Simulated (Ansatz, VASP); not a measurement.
**SrO: VASP beside Ansatz**

```xyz
4
Lattice="3.4808 0.0000 0.0000 -1.7404 3.0144 0.0000 0.0000 0.0000 6.0904" Properties=species:S:1:pos:R:3 pbc="T T T"
Sr    0.0000    2.0096    1.5226
Sr    1.7404    1.0048    4.5678
O     0.0000    0.0000    0.0000
O     0.0000    0.0000    3.0452
```

Alike in both runs: task single point; functional r2SCAN; k mesh 9 × 9 × 6; occupations gaussian, width 0.05 eV; no spin polarisation.

```csv
,VASP,Ansatz
version,VASP 6.6.1,Ansatz 0.2.0
potentials or method,"VASP PAW PBE potentials, release 64 (Sr_sv, O), cutoff 520 eV","scalar-relativistic, plane waves, PAW"
valence electrons in the cell,32,32
```

Ansatz gave:

- gap on the k mesh at the Fermi level (eV): 3.58
- pressure (GPa): 5.8
- traceless stress, the component that is largest in VASP (GPa): 0.72

Problem. What did VASP give for the same quantities?

Solution. gap on the k mesh at the Fermi level (eV): 3.54; pressure (GPa): 6.6; traceless stress, the component that is largest in VASP (GPa): 0.72.

VASP's potentials were made for PBE, not for r2SCAN.
